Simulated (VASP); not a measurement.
Input of a VASP 6.6.1 run:

The input INCAR:

```
ALGO = Normal ; EDIFF = 1E-6
ENCUT = 520 ; GGA = PE
ISIF = 2 ; ISMEAR = 0
LASPH = True ; LCHARG = False
LREAL = False ; LWAVE = False
NBANDS = 12 ; NELM = 100
PREC = Accurate ; SIGMA = 0.05
```

KPOINTS

```
k-points
0
Gamma
  8 8 8
```

The input POSCAR:

```
Sc
1.0
    0.0000000000      2.3217440067      2.3217440067
    2.3217440067      0.0000000000      2.3217440067
    2.3217440067      2.3217440067      0.0000000000
Sc
1
Direct
    0.0000000000      0.0000000000      0.0000000000
```

Potentials or basis: VASP PAW PBE potentials, release 64 (Sc_sv).

Launch:

```sh
$ cat potpaw_PBE.64/Sc_sv/POTCAR > POTCAR
$ mpirun -np 1 vasp_std > vasp.out
```

Q: Estimate the pressure.

A: -0.7 GPa.
